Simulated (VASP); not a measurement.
A run of VASP 6.6.1 is set up as follows.

POSCAR

```
W
1.0
   -1.5849475232      1.5849475232      1.5849475232
    1.5849475232     -1.5849475232      1.5849475232
    1.5849475232      1.5849475232     -1.5849475232
W
1
Direct
    0.0000000000      0.0000000000      0.0000000000
```

File INCAR.step1:

```
SYSTEM = W
ALGO = Normal
EDIFF = 1E-4
ENCUT = 600
GGA = PE
ISMEAR = 0
LASPH = .True.
LCHARG = .False.
LREAL = .False.
LWAVE = .True.
NELM = 100
PREC = Accurate
SIGMA = 0.1
```

File INCAR.step2:

```
SYSTEM = W
ALGO = Normal
EDIFF = 1E-6
EDIFFG = -0.002
ENCUT = 600
IBRION = 2
ISIF = 3
ISMEAR = 0
ISTART = 1
LASPH = .True.
LCHARG = .False.
LMIXTAU = .True.
LREAL = .False.
LWAVE = .False.
METAGGA = R2SCAN
NELM = 100
NSW = 100
PREC = Accurate
SIGMA = 0.1
```

File KPOINTS:

```
k-points
0
Gamma
  18 18 18
  0 0 0
```

Potentials or basis: VASP PAW PBE potentials, release 64 (W_sv).

The run is started by

```console
$ cat potpaw_PBE.64/W_sv/POTCAR > POTCAR
$ cp INCAR.step1 INCAR
$ mpirun -np 1 vasp_std > vasp.out
$ cp INCAR.step2 INCAR
$ mpirun -np 1 vasp_std > vasp.out
```

Task: What does it give for the space group after relaxing (to 0.05 Å)?

Result: Im-3m (No. 229).

Task: What does it give for the relaxed volume?

Result: 15.97 Å³/atom.

Task: What does it give for the relaxed cell?

Result: a = 2.747 Å, b = 2.747 Å, c = 2.747 Å, α = 109.47°, β = 109.47°, γ = 109.47°.

Task: Estimate the band gap on the k mesh.

Result: Zero (band 7 reaches 16.47 eV, above the bottom of band 8 at 9.92 eV).

Final structure:
```
W
1.0
    -1.58627    1.58627    1.58627
     1.58627   -1.58627    1.58627
     1.58627    1.58627   -1.58627
W
1
Direct
  0.00000 0.00000 0.00000
```

Caveat: the PAW data sets were made with another functional, which shifts forces and pressure a little; spin-orbit coupling is left out, which moves the levels of the heavy elements.
